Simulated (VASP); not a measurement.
# BN (F-43m) in VASP: notebook

Runs on BN. Level: PBE. Tasks: single point.

All numbers are computed with VASP 6.6.1; they aren't measurements. Logs are shortened: lines on timing, memory, paths and dates and some standing lists are left out, and cuts for length are marked.

## Step 1: The cell of the first run

Symmetry: F-43m, No. 216, cubic system. Conventional cell: a = 3.626 Å, b = 3.626 Å, c = 3.626 Å, α = 90.00°, β = 90.00°, γ = 90.00°. Within 2.1 Å of N (site symmetry -43m) lie 4 B at 1.57 Å. Within 2.1 Å of B (site symmetry -43m) lie 4 N at 1.57 Å.

## Step 2: Single point, PBE

Input file INCAR:

```
PREC = Accurate ; ENCUT = 520
EDIFF = 1E-6 ; ISMEAR = -1
SIGMA = 0.04 ; LREAL = F
LASPH = T ; NELM = 80
ALGO = Normal ; ISIF = 2
LWAVE = F ; LCHARG = T
GGA = PE ; LELF = T
LVHAR = T ; NBANDS = 11
```

Input file KPOINTS:

```
Automatic mesh
0
Gamma
  6 6 6
```

Input file POSCAR:

```
BN
1.0
    0.0000000000      1.8130010000      1.8130010000
    1.8130010000      0.0000000000      1.8130010000
    1.8130010000      1.8130010000      0.0000000000
N B
1 1
Direct
    0.2500000000      0.2500000000      0.2500000000
    0.0000000000      0.0000000000      0.0000000000
```

Potentials or basis: VASP PAW PBE potentials, release 64 (N, B).

On the command line:

```console
> cat potpaw_PBE.64/N/POTCAR potpaw_PBE.64/B/POTCAR > POTCAR
> mpirun -np 1 vasp_std > vasp.out
```

OUTCAR:

```text
PREC = Accurate
   ENCUT = 520
   EDIFF = 1E-6
   ISMEAR = -1
   LREAL = F
   LASPH = T
   NELM = 80
   ISIF = 2
   GGA = PE

 ion  position               nearest neighbor table
   1  0.250  0.250  0.250-   2 1.57   2 1.57   2 1.57   2 1.57
   2  0.000  0.000  0.000-   1 1.57   1 1.57   1 1.57   1 1.57

  LATTYP: Found a face centered cubic cell.
 ALAT       =     3.6260020000

  Lattice vectors:

 A1 = (   0.0000000000,   1.8130010000,   1.8130010000)
 A2 = (   1.8130010000,   0.0000000000,   1.8130010000)
 A3 = (   1.8130010000,   1.8130010000,   0.0000000000)

Analysis of symmetry for initial positions (statically):
=====================================================================
 Subroutine PRICEL returns:
 Original cell was already a primitive cell.

 Routine SETGRP: Setting up the symmetry group for a
 face centered cubic supercell.

 Subroutine GETGRP returns: Found 24 space group operations
 (whereof 24 operations were pure point group operations)
 out of a pool of 48 trial point group operations.

The static configuration has the point symmetry T_d .

Analysis of symmetry for dynamics (positions and initial velocities):
=====================================================================
 Subroutine PRICEL returns:
 Original cell was already a primitive cell.

 Routine SETGRP: Setting up the symmetry group for a
 face centered cubic supercell.

 Subroutine GETGRP returns: Found 24 space group operations
 (whereof 24 operations were pure point group operations)
 out of a pool of 48 trial point group operations.

The dynamic configuration has the point symmetry T_d .

 Subroutine INISYM returns: Found 24 space group operations
 (whereof 24 operations are pure point group operations),
 and found     1 'primitive' translations

----------------------------------------------------------------------------------------

                                     Primitive cell

  volume of cell :      11.9186

  direct lattice vectors                    reciprocal lattice vectors
     0.000000000  1.813001000  1.813001000    -0.275785838  0.275785838  0.275785838
     1.813001000  0.000000000  1.813001000     0.275785838 -0.275785838  0.275785838
     1.813001000  1.813001000  0.000000000     0.275785838  0.275785838 -0.275785838

  length of vectors
     2.563970603  2.563970603  2.563970603     0.477675083  0.477675083  0.477675083

  position of ions in fractional coordinates (direct lattice)
     0.250000000  0.250000000  0.250000000
     0.000000000  0.000000000  0.000000000
[... 74 lines left out ...]
   ISIF   =      2    stress and relaxation
   ISYM   =      2    0-nonsym 1-usesym 2-fastsym
   POTIM  = 0.5000    time-step for ionic-motion
   TEBEG  =    0.0;   TEEND  =   0.0 temperature during run
   PSTRESS=    0.0 pullay stress
   NELECT =       8.0000    total number of electrons
   NUPDOWN=      -1.0000    fix difference up-down
   EMIN   =  10.00;   EMAX   =-10.00  energy-range for DOS
   EFERMI =   0.00;   METHOD = LEGACY
   ISMEAR =    -1;   SIGMA  =   0.04  broadening in eV -4-tet -1-fermi 0-gaus
   EFERMI_NEDOS =   21; number of points for ismear=-14 and -15
   IALGO  =     38    algorithm
   IMIX   =      4    mixing-type and parameters
     AMIX     =   0.40;   BMIX     =  1.00
     AMIX_MAG =   1.60;   BMIX_MAG =  1.00
  volume/ion in A,a.u.               =       5.96        40.22
  Fermi-wavevector in a.u.,A,eV,Ry     =   1.433387  2.708709 27.954506  2.054598
  Thomas-Fermi vector in A             =   2.552911
   LORBIT       =      0    0 simple, 1 ext, 2 COOP (PROOUT), +10 PAW based schemes
   GGA     = PE    functional components
   LHFCALC =     F    Hartree Fock is set to
   AEXX    =    0.0000 exact exchange contribution
   IVDW    =     0    specifies the selected vdW correction
   LEPSILON=     F    determine dielectric tensor
   LRPA    =     F    only Hartree local field effects (RPA)
 non-spin polarized calculation
  energy-cutoff  :      520.00
  volume of cell :       11.92
 maximum number of plane-waves:       332
   NGX =  9   NGY =  9   NGZ =  9

 number of electron       7.9999999 magnetization

 Free energy of the ion-electron system (eV)
  ---------------------------------------------------
  ext. energy  EPLUGINS =         0.00000000
  ---------------------------------------------------
  free energy    TOTEN  =       -17.44710469 eV

  energy without entropy =      -17.44710469  energy(sigma->0) =      -17.44710469

 E-fermi :   8.0761     XC(G=0): -12.7763

 val. band max:        7.2939331652   @ k =   0.0000   0.0000   0.0000
 cond. band min:      11.7416123288   @ k =   0.5000   0.5000   0.0000
 fundamental gap:      4.4476791636
 Fermi energy:         8.0760873121

 k-point     1 :       0.0000    0.0000    0.0000
  band No.  band energies     occupation
      1     -12.8346      2.00000
      2       7.2939      2.00000
      3       7.2939      2.00000
      4       7.2939      2.00000
      5      16.0682      0.00000
      6      16.0682      0.00000
      7      16.0682      0.00000
      8      17.4948      0.00000
      9      31.8731      0.00000
     10      34.9491      0.00000
     11      34.9491      0.00000
[... 197 lines left out ...]
 k-point    16 :      -0.3333    0.5000    0.1667
  band No.  band energies     occupation
      1      -7.0827      2.00000
      2      -0.8439      2.00000
      3       1.1538      2.00000
      4       1.2017      2.00000
      5      15.0303      0.00000
      6      19.2366      0.00000
      7      22.2582      0.00000
      8      23.9544      0.00000
      9      26.7285      0.00000
     10      33.0013      0.00000
     11      37.3409      0.00000

------------------------ aborting loop because EDIFF is reached ----------------------------------------

  FORCE on cell =-STRESS in cart. coord.  units (eV):
  Direction    XX          YY          ZZ          XY          YZ          ZX
  --------------------------------------------------------------------------------------
  -------------------------------------------------------------------------------------
  Total       -0.0094430     -0.0094430     -0.0094430     -0.0000000      0.0000000     -0.0000000
  in kB       -1.2693950     -1.2693950     -1.2693950     -0.0000000      0.0000000     -0.0000000
  external PRESSURE =      -1.2693950 kB  Pullay stress =       0.0000000 kB

 VOLUME and BASIS-vectors are now :
 -----------------------------------------------------------------------------
  energy-cutoff  :      520.00
  volume of cell :       11.92
      direct lattice vectors                 reciprocal lattice vectors
     0.000000000  1.813001000  1.813001000    -0.275785838  0.275785838  0.275785838
     1.813001000  0.000000000  1.813001000     0.275785838 -0.275785838  0.275785838
     1.813001000  1.813001000  0.000000000     0.275785838  0.275785838 -0.275785838

 POSITION                                       TOTAL-FORCE (eV/Angst)
 -----------------------------------------------------------------------------------
      0.90650      0.90650      0.90650        -0.000000     -0.000000     -0.000000
      0.00000      0.00000      0.00000         0.000000      0.000000      0.000000
 -----------------------------------------------------------------------------------
    total drift:                                0.000000      0.000000      0.000000

  FREE ENERGIE OF THE ION-ELECTRON SYSTEM (eV)
  ---------------------------------------------------
  free  energy   TOTEN  =       -17.4471046911 eV

  energy  without entropy=      -17.4471046911  energy(sigma->0) =      -17.44710469
```

OSZICAR:

```text
N       E                     dE             d eps       ncg     rms          rms(c)
DAV:   1     0.105467321447E+02    0.10547E+02   -0.50329E+03   360   0.723E+02
DAV:   2    -0.178256512662E+02   -0.28372E+02   -0.27415E+02   419   0.162E+02
DAV:   3    -0.183994957708E+02   -0.57384E+00   -0.57267E+00   421   0.200E+01
DAV:   4    -0.184002000645E+02   -0.70429E-03   -0.70428E-03   385   0.771E-01
DAV:   5    -0.184002007022E+02   -0.63773E-06   -0.63771E-06   400   0.235E-02    0.666E+00
DAV:   6    -0.175302940790E+02    0.86991E+00   -0.29610E+00   364   0.989E+00    0.324E+00
DAV:   7    -0.174608913138E+02    0.69403E-01   -0.99138E-02   382   0.261E+00    0.191E+00
DAV:   8    -0.174468370059E+02    0.14054E-01   -0.35189E-02   385   0.136E+00    0.188E-01
DAV:   9    -0.174470117917E+02   -0.17479E-03   -0.97519E-04   373   0.257E-01    0.819E-02
DAV:  10    -0.174470992972E+02   -0.87505E-04   -0.12189E-04   379   0.943E-02    0.150E-02
DAV:  11    -0.174471046713E+02   -0.53741E-05   -0.93927E-06   396   0.251E-02    0.105E-02
DAV:  12    -0.174471046911E+02   -0.19863E-07   -0.15856E-06   218   0.865E-03
   1 F= -.17447105E+02 E0= -.17447105E+02  d E =-.735389E-10
```

Wall time 5.1 s (1 thread of Intel Xeon 8259CL, shared host); peak memory 0.12 GiB.

What came out:

```yaml
Free_energy: -17.4471 eV
Pressure: -0.1 GPa
Band_gap_on_the_k_mesh: 4.45 eV, indirect (least direct gap 8.77 eV)
```

Levels at points of the mesh, in eV from the valence-band top:
```csv
k point,band 2,band 3,band 4,band 5,band 6,band 7
"(0.00, 0.00, 0.00)",0.00,0.00,0.00,8.77,8.77,8.77
"(0.50, 0.00, 0.00)",-10.61,-1.92,-1.92,10.03,10.65,10.65
"(0.50, 0.50, 0.00)",-8.86,-4.86,-4.86,4.45,9.18,17.78
```

Caveat: the k points lie up to 0.50 Å⁻¹ apart. PBE gaps usually lie below the measured ones, often by a third to a half.

## Step 3: Single point, PBE

Input file INCAR:

```
SYSTEM = BN
PREC     = Accurate       ! precision mode
ENCUT    = 520            ! plane-wave cutoff, eV
EDIFF    = 1E-7           ! SCF threshold, eV
ISMEAR   = 0              ! smearing method
SIGMA    = 0.020999999999999998 ! smearing width, eV
LREAL    = .FALSE.        ! projectors in reciprocal space
LASPH    = .TRUE.         ! aspherical terms in the spheres
NELM     = 60             ! most SCF steps
ALGO     = Normal         ! electronic algorithm
ISIF     = 2              ! what is computed and relaxed
LWAVE    = .FALSE.        ! write WAVECAR
LCHARG   = .FALSE.        ! write CHGCAR
GGA      = PE             ! functional
NBANDS   = 11             ! bands
```

Input file KPOINTS:

```
regular mesh
0
G
  13 13 13
  0 0 0
```

POSCAR is that of step 2.

Potentials or basis: VASP PAW PBE potentials, release 64 (N, B).

On the command line:

```console
> cat potpaw_PBE.64/N/POTCAR potpaw_PBE.64/B/POTCAR > POTCAR
> mpirun -np 1 vasp_std > vasp.out
```

Wall time 15 s (1 thread of Intel Xeon 8259CL, shared host); peak memory 0.12 GiB.

Results (log left out):

* Free energy: -17.4510 eV
* Pressure: -0.2 GPa
* Band gap on the k mesh: 4.52 eV, indirect (least direct gap 8.78 eV)

Levels at points of the mesh, in eV from the valence-band top:
```
           k point  band 1  band 2  band 3  band 4  band 5  band 6  band 7  band 8
(0.00, 0.00, 0.00)  -20.13    0.00    0.00    0.00    8.78    8.78    8.78   10.20
```

A k mesh can miss the band edges. PBE gaps usually lie below the measured ones, often by a third to a half.
